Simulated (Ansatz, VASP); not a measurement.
# One calculation of Si, two programs

File INCAR:

```
PREC     = Accurate       # precision mode
ENCUT    = 520            # plane-wave cutoff, eV
EDIFF    = 1E-7           # SCF threshold, eV
ISMEAR   = 0              # smearing method
SIGMA    = 0.15           # smearing width, eV
LREAL    = False          # projectors in reciprocal space
LASPH    = True           # aspherical terms in the spheres
NELM     = 60             # most SCF steps
ALGO     = Normal         # electronic algorithm
ISIF     = 2              # what is computed and relaxed
LWAVE    = False          # write WAVECAR
LCHARG   = False          # write CHGCAR
NBANDS   = 8              # bands
```

Contents of KPOINTS:

```
Automatic mesh
0
Gamma
  24 24 20
```

File POSCAR:

```
Si
1.0
    2.6205428149      0.0000000000      0.0000000000
   -1.3102714075      2.4396658981      0.0000000000
    0.0000000000      0.0000000000      2.4663543900
Si
1
Direct
    0.0000000000      0.0000000000      0.0000000000
```

Input for Ansatz:

```yaml
crystal:
  lattice:
    - [2.6205428149, 0.0, 0.0]
    - [-1.3102714075, 2.4396658981, 0.0]
    - [0.0, 0.0, 2.46635439]
  atoms:
    - { symbol: Si, position: [0.0, 0.0, 0.0] }
basis:
  ecutwfc: 420
kpoints:
  mp_grid: { grid: [24, 24, 20] }
hamiltonian:
  xc: lda
scf:
  occupations: { method: gaussian, width: 0.15 }
output:
  forces: true
  stress: true
  eigenvalues: true
```

Change from the starting cell: strain +0.0750 x Voigt [0, 1, 0, 0, 0, 0], atoms carried along.

Alike in both runs: task single point; functional LDA; k mesh 24 × 24 × 20; occupations gaussian, width 0.15 eV; no spin polarisation.

|  | VASP | Ansatz |
| --- | --- | --- |
| version | VASP 6.6.1 | Ansatz 0.2.0 |
| potentials or method | VASP PAW LDA potentials, release 64 (Si), cutoff 520 eV | scalar-relativistic, plane waves, PAW |
| valence electrons in the cell | 4 | 4 |

Ansatz gave:

| Item | Value |
| --- | --- |
| gap on the k mesh at the Fermi level (eV) | none |
| pressure (GPa) | -6.9 |
| traceless stress, the component that is largest in VASP (GPa) | 2.97 |

Which values does VASP return?

gap on the k mesh at the Fermi level (eV): none; pressure (GPa): -6.8; traceless stress, the component that is largest in VASP (GPa): 3.00.

LDA's correlation is that of Perdew and Zunger in VASP and of Perdew and Wang (1992) in Ansatz. A gap of «none» marks a metal or a gap that the smearing closes.
